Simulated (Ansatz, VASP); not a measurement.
# Two plane-wave programs on GaSb

```
Ga Sb
1.0
     0.00000    3.09530    3.09530
     3.09530    0.00000    3.09530
     3.09530    3.09530    0.00000
Ga Sb
1 1
Cartesian
  0.0000 0.0000 0.0000
  4.6429 4.6429 4.6429
```

Alike in both runs: task single point; functional r2SCAN; k mesh 10 × 10 × 10; occupations gaussian, width 0.05 eV; no spin polarisation.

|  | VASP | Ansatz |
| --- | --- | --- |
| version | VASP 6.6.1 | Ansatz 0.2.0 |
| potentials or method | VASP PAW PBE potentials, release 64 (Ga_d, Sb), cutoff 520 eV | scalar-relativistic, plane waves, PAW |
| valence electrons in the cell | 18 | 28 |

|  | VASP | Ansatz | Ansatz less VASP |
| --- | --- | --- | --- |
| gap on the k mesh at the Fermi level (eV) | 0.18 | 0.20 | +0.016 |
| least direct gap on the mesh (eV) | 0.18 | 0.20 | +0.016 |
| pressure (GPa) | -1.3 | -1.4 | -0.07 |

VASP's potentials were made for PBE, not for r2SCAN. VASP's potentials hold 18 valence electrons a cell and Ansatz's 28, so a difference there can come from the potentials and not from the codes.

Spin-orbit coupling is off throughout.
